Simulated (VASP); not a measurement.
# As2Se (I4_1/amd) in VASP: single point with r2SCAN

Aim: the single point of As2Se with r2SCAN.

Program: VASP 6.6.1. These are calculated values, not measurements. Logs are shortened: lines on timing, memory, paths and dates and some standing lists are left out, and cuts for length are marked.

### Step 1. The cell of the first run

The structure is tetragonal, space group I4_1/amd (No. 141). The conventional cell has a = 6.809 Å, b = 6.809 Å, c = 5.588 Å, α = 90.00°, β = 90.00°, γ = 90.00°. As (site symmetry 2/m) has 2 Se at 2.70 Å and 6 As at 2.78 to 3.40 Å within 3.6 Å. Se (site symmetry -4m2) has 4 As at 2.70 Å and 4 Se at 3.68 Å within 3.7 Å.

### Step 2. Single point, r2SCAN

Contents of POSCAR:

```
As2Se
1.0
   -3.4043198681      3.4043198681      2.7938470520
    3.4043198681     -3.4043198681      2.7938470520
    3.4043198681      3.4043198681     -2.7938470520
As Se
4 2
Direct
    0.8750000000      0.1250000000      0.7500000000
    0.3750000000      0.1250000000      0.2500000000
    0.8750000000      0.6250000000      0.7500000000
    0.8750000000      0.1250000000      0.2500000000
    0.5000000000      0.5000000000      0.0000000000
    0.2500000000      0.7500000000      0.5000000000
```

Contents of INCAR.step1:

```
  ALGO = Normal
  EDIFF = 1E-4
  ENCUT = 520
  GGA = PE
  ISMEAR = 0
  LASPH = True
  LCHARG = False
  LREAL = False
  LWAVE = True
  NBANDS = 25
  NELM = 60
  PREC = Accurate
  SIGMA = 0.15
```

Contents of INCAR.step2:

```
  ALGO = Normal
  EDIFF = 1E-7
  ENCUT = 520
  ISIF = 2
  ISMEAR = 0
  ISTART = 1
  LASPH = True
  LCHARG = False
  LMIXTAU = True
  LREAL = False
  LWAVE = False
  METAGGA = R2SCAN
  NBANDS = 25
  NELM = 60
  PREC = Accurate
  SIGMA = 0.15
```

Contents of KPOINTS:

```
k-points
0
Gamma
  12 12 12
```

Potentials or basis: VASP PAW PBE potentials, release 64 (As, Se).

On the command line:

```bash
cat potpaw_PBE.64/As/POTCAR potpaw_PBE.64/Se/POTCAR > POTCAR
cp INCAR.step1 INCAR
mpirun -np 1 vasp_std > vasp.out
cp INCAR.step2 INCAR
mpirun -np 1 vasp_std > vasp.out
```

OUTCAR:

```text
EDIFF = 1E-7
   ENCUT = 520
   ISIF = 2
   ISMEAR = 0
   ISTART = 1
   LASPH = True
   LREAL = False
   METAGGA = R2SCAN
   NELM = 60
   PREC = Accurate

 ion  position               nearest neighbor table
   1  0.875  0.125  0.750-   5 2.70   6 2.70   4 2.78   4 2.78   3 2.78   3 2.78
   2  0.375  0.125  0.250-   5 2.70   6 2.70   3 2.78   4 2.78   4 2.78   3 2.78
   3  0.875  0.625  0.750-   5 2.70   6 2.70   1 2.78   2 2.78   1 2.78   2 2.78
   4  0.875  0.125  0.250-   6 2.70   5 2.70   2 2.78   1 2.78   1 2.78   2 2.78
   5  0.500  0.500  0.000-   4 2.70   2 2.70   3 2.70   1 2.70
   6  0.250  0.750  0.500-   1 2.70   2 2.70   3 2.70   4 2.70

  LATTYP: Found a body centered tetragonal cell.
 ALAT       =     6.8086397362
 C/A-ratio  =     0.8206770105

  Lattice vectors:

 A1 = (  -3.4043198681,   3.4043198681,   2.7938470520)
 A2 = (   3.4043198681,  -3.4043198681,   2.7938470520)
 A3 = (   3.4043198681,   3.4043198681,  -2.7938470520)

Analysis of symmetry for initial positions (statically):
=====================================================================
 Subroutine PRICEL returns:
 Original cell was already a primitive cell.

 Routine SETGRP: Setting up the symmetry group for a
 body centered tetragonal supercell.

 Subroutine GETGRP returns: Found 16 space group operations
 (whereof  8 operations were pure point group operations)
 out of a pool of 16 trial point group operations.

The static configuration has the point symmetry D_2d.
 The point group associated with its full space group is D_4h.

Analysis of symmetry for dynamics (positions and initial velocities):
=====================================================================
 Subroutine PRICEL returns:
 Original cell was already a primitive cell.

 Routine SETGRP: Setting up the symmetry group for a
 body centered tetragonal supercell.

 Subroutine GETGRP returns: Found 16 space group operations
 (whereof  8 operations were pure point group operations)
 out of a pool of 16 trial point group operations.

The dynamic configuration has the point symmetry D_2d.
 The point group associated with its full space group is D_4h.

 Subroutine INISYM returns: Found 16 space group operations
 (whereof  8 operations are pure point group operations),
 and found     1 'primitive' translations

----------------------------------------------------------------------------------------

                                     Primitive cell

  volume of cell :     129.5160

  direct lattice vectors                    reciprocal lattice vectors
    -3.404319868  3.404319868  2.793847052     0.000000000  0.146872215  0.178964700
     3.404319868 -3.404319868  2.793847052     0.146872215  0.000000000  0.178964700
     3.404319868  3.404319868 -2.793847052     0.146872215  0.146872215  0.000000000

  length of vectors
     5.566360470  5.566360470  5.566360470     0.231516331  0.231516331  0.207708679

  position of ions in fractional coordinates (direct lattice)
     0.875000000  0.125000000  0.750000000
     0.375000000  0.125000000  0.250000000
     0.875000000  0.625000000  0.750000000
     0.875000000  0.125000000  0.250000000
     0.500000000  0.500000000  0.000000000
     0.250000000  0.750000000  0.500000000

  ion indices of the primitive-cell ions
   primitive index   ion index
                 1           1
                 2           2
                 3           3
                 4           4
                 5           5
                 6           6

----------------------------------------------------------------------------------------

 KPOINTS: k-points

Automatic generation of k-mesh.
 Grid dimensions read from file:
 generate k-points for:   12   12   12

 Generating k-lattice:

  Cartesian coordinates                     Fractional coordinates (reciprocal lattice)
     0.000000000  0.012239351  0.014913725     0.083333333  0.000000000 -0.000000000
     0.012239351  0.000000000  0.014913725     0.000000000  0.083333333 -0.000000000
     0.012239351  0.012239351  0.000000000     0.000000000  0.000000000  0.083333333

  Length of vectors
     0.019293028  0.019293028  0.017309057

  Shift w.r.t. Gamma in fractional coordinates (k-lattice)
     0.000000000  0.000000000  0.000000000

 Subroutine IBZKPT returns following result:
 ===========================================

 Found    163 irreducible k-points:

 Following reciprocal coordinates:
            Coordinates               Weight
  0.000000  0.000000  0.000000      1.000000
  0.083333 -0.000000  0.000000      8.000000
  0.166667  0.000000 -0.000000      8.000000
  0.250000  0.000000 -0.000000      8.000000
  0.333333  0.000000 -0.000000      8.000000
  0.416667  0.000000 -0.000000      8.000000
[... 16 lines left out ...]
  0.500000  0.166667 -0.000000     16.000000
 -0.416667  0.166667  0.000000     16.000000
 [... further k-points ...]
   k-points           NKPTS =    163   k-points in BZ     NKDIM =    163   number of bands    NBANDS=     25
   number of dos      NEDOS =    301   number of ions     NIONS =      6
   total plane-waves  NPLWV =  74088
   dimension x,y,z NGX =    42 NGY =   42 NGZ =   42
   dimension x,y,z NGXF=    84 NGYF=   84 NGZF=   84
   ions per type =               4   2
   NGX,Y,Z   is equivalent  to a cutoff of  12.54, 12.54, 12.54 a.u.
   NGXF,Y,Z  is equivalent  to a cutoff of  25.09, 25.09, 25.09 a.u.
 SYSTEM =  unknown system
   PREC   = accura    normal or accurate (medium, high low for compatibility)
   ISTART =      1    job   : 0-new  1-cont  2-samecut
   ICHARG =      0    charge: 1-file 2-atom 10-const
   ISPIN  =      1    spin polarized calculation?
   LNONCOLLINEAR =      F non collinear calculations
   LSORBIT =      F    spin-orbit coupling
   LASPH  =      T    aspherical Exc in radial PAW
   ENCUT  =  520.0 eV  38.22 Ry    6.18 a.u.  10.35 10.35 10.35*2*pi/ulx,y,z
   NELM   =     60;   NELMIN=  2; NELMDL=  0     # of ELM steps
   EDIFF  = 0.1E-06   stopping-criterion for ELM
   LREAL  =      F    real-space projection
   EDIFFG = 0.1E-05   stopping-criterion for IOM
   NSW    =      0    number of steps for IOM
   IBRION =     -1    ionic relax: 0-MD 1-quasi-New 2-CG
   NFREE  =      0    steps in history (QN), initial steepest desc. (CG)
   ISIF   =      2    stress and relaxation
   ISYM   =      2    0-nonsym 1-usesym 2-fastsym
   POTIM  = 0.5000    time-step for ionic-motion
   TEBEG  =    0.0;   TEEND  =   0.0 temperature during run
   PSTRESS=    0.0 pullay stress
   NELECT =      32.0000    total number of electrons
   NUPDOWN=      -1.0000    fix difference up-down
   EMIN   =  10.00;   EMAX   =-10.00  energy-range for DOS
   EFERMI =   0.00;   METHOD = LEGACY
   ISMEAR =     0;   SIGMA  =   0.15  broadening in eV -4-tet -1-fermi 0-gaus
   EFERMI_NEDOS =   21; number of points for ismear=-14 and -15
   IALGO  =     38    algorithm
   IMIX   =      4    mixing-type and parameters
     AMIX     =   0.40;   BMIX     =  1.00
     AMIX_MAG =   1.60;   BMIX_MAG =  1.00
  volume/ion in A,a.u.               =      21.59       145.67
  Fermi-wavevector in a.u.,A,eV,Ry     =   1.027268  1.941255 14.357947  1.055279
  Thomas-Fermi vector in A             =   2.161204
   LORBIT       =      0    0 simple, 1 ext, 2 COOP (PROOUT), +10 PAW based schemes
   METAGGA = R2SCAN    functional components
   LHFCALC =     F    Hartree Fock is set to
   AEXX    =    0.0000 exact exchange contribution
   IVDW    =     0    specifies the selected vdW correction
   LEPSILON=     F    determine dielectric tensor
   LRPA    =     F    only Hartree local field effects (RPA)
 non-spin polarized calculation
 Gauss-broadening in eV      SIGMA  =   0.15
  energy-cutoff  :      520.00
  volume of cell :      129.52
 maximum number of plane-waves:      3531
 NGX is ok and might be reduce to    42
   NGX = 21   NGY = 21   NGZ = 21

 number of electron      31.9999999 magnetization

 Free energy of the ion-electron system (eV)
  ---------------------------------------------------
  ext. energy  EPLUGINS =         0.00000000
  ---------------------------------------------------
  free energy    TOTEN  =       -86.53944522 eV

  energy without entropy =      -86.51703998  energy(sigma->0) =      -86.52824260

 E-fermi :   4.7716     XC(G=0): -10.5175

 val. band max:        4.7710269078   @ k =   0.5000   0.5000   0.5000
 cond. band min:       4.7761605892   @ k =   0.4167   0.2500   0.1667
 fundamental gap:      0.0051336814
 Fermi energy:         4.7715632423

 k-point     1 :       0.0000    0.0000    0.0000
  band No.  band energies     occupation
      1     -10.9797      2.00000
      2      -8.4791      2.00000
      3      -6.3832      2.00000
      4      -5.9370      2.00000
      5      -5.9370      2.00000
      6      -4.2008      2.00000
[... 17 lines left out ...]
     24      10.7645      0.00000
     25      10.9171      0.00000

 k-point     2 :       0.0833   -0.0000    0.0000
  band No.  band energies     occupation
      1     -10.9312      2.00000
      2      -8.5123      2.00000
      3      -6.4909      2.00000
      4      -5.9614      2.00000
      5      -5.9593      2.00000
      6      -4.2696      2.00000
[... 17 lines left out ...]
     24      10.5600      0.00000
     25      11.1349      0.00000

 k-point     3 :       0.1667    0.0000   -0.0000
  band No.  band energies     occupation
      1     -10.7866      2.00000
      2      -8.5979      2.00000
      3      -6.8190      2.00000
      4      -6.0455      2.00000
      5      -6.0184      2.00000
      6      -4.3107      2.00000
[... 552 lines left out ...]
 k-point    23 :       0.5000    0.1667   -0.0000
  band No.  band energies     occupation
      1      -9.8671      2.00000
      2      -9.0156      2.00000
      3      -8.1855      2.00000
      4      -6.9645      2.00000
      5      -5.6393      2.00000
      6      -3.8521      2.00000
[... 17 lines left out ...]
     24      10.2944      0.00000
     25      11.1531      0.00000

 k-point    24 :      -0.4167    0.1667    0.0000
  band No.  band energies     occupation
      1     -10.2245      2.00000
      2      -8.9379      2.00000
      3      -7.6405      2.00000
      4      -6.7977      2.00000
      5      -5.6442      2.00000
      6      -4.1278      2.00000
[... 17 lines left out ...]
     24      10.3594      0.00000
     25      11.0974      0.00000

 [... further k-points ...]

------------------------ aborting loop because EDIFF is reached ----------------------------------------

  FORCE on cell =-STRESS in cart. coord.  units (eV):
  Direction    XX          YY          ZZ          XY          YZ          ZX
  --------------------------------------------------------------------------------------
  -------------------------------------------------------------------------------------
  Total        0.9424472      0.9424472     -5.3407191      0.0000000     -0.0000000      0.0000000
  in kB       11.6585423     11.6585423    -66.0673640      0.0000000     -0.0000000      0.0000000
  external PRESSURE =     -14.2500931 kB  Pullay stress =       0.0000000 kB

 VOLUME and BASIS-vectors are now :
 -----------------------------------------------------------------------------
  energy-cutoff  :      520.00
  volume of cell :      129.52
      direct lattice vectors                 reciprocal lattice vectors
    -3.404319868  3.404319868  2.793847052     0.000000000  0.146872215  0.178964700
     3.404319868 -3.404319868  2.793847052     0.146872215  0.000000000  0.178964700
     3.404319868  3.404319868 -2.793847052     0.146872215  0.146872215  0.000000000

 POSITION                                       TOTAL-FORCE (eV/Angst)
 -----------------------------------------------------------------------------------
      0.00000      5.10648      0.69846         0.000000      0.000000      0.000000
      0.00000      1.70216      0.69846         0.000000      0.000000      0.000000
      1.70216      3.40432      2.09539         0.000000      0.000000      0.000000
     -1.70216      3.40432      2.09539         0.000000      0.000000      0.000000
      0.00000      0.00000      2.79385        -0.000000      0.000000      0.000000
      3.40432      0.00000      1.39692         0.000000     -0.000000     -0.000000
 -----------------------------------------------------------------------------------
    total drift:                               -0.000000      0.000000     -0.000000

  FREE ENERGIE OF THE ION-ELECTRON SYSTEM (eV)
  ---------------------------------------------------
  free  energy   TOTEN  =       -86.5394452219 eV

  energy  without entropy=      -86.5170399811  energy(sigma->0) =      -86.52824260
```

Run time: 16 min. Hardware: 1 thread of Intel Xeon 6975P-C (Granite Rapids), shared host; peak memory 0.59 GiB.

What came out:

| Property | Result |
| --- | --- |
| Free energy | -86.5394 eV |
| Pressure | -1.4 GPa |
| Band gap on the k mesh | zero (bands 16 and 17 overlap by 0.48 eV) |

Levels at points of the mesh, in eV from the Fermi level:
```csv
k point,band 12,band 13,band 14,band 15,band 16,band 17,band 18,band 19,band 20,band 21
"(0.00, 0.00, 0.00)",-2.96,-2.96,-2.54,-2.54,-0.70,2.00,3.24,3.24,4.34,4.54
"(0.50, 0.00, 0.00)",-2.37,-1.83,-1.17,-0.41,-0.32,0.05,0.07,1.56,2.22,3.03
"(0.50, 0.50, 0.00)",-2.34,-1.48,-1.48,-1.16,-1.16,0.06,0.06,2.06,2.06,4.02
"(0.50, 0.50, 0.50)",-2.68,-0.82,-0.82,0.00,0.00,0.74,0.74,0.77,0.77,2.74
```

Caveat: the stress differs along the axes, from -7 to 1 GPa; the PAW data sets were made with another functional, which shifts forces and pressure a little.
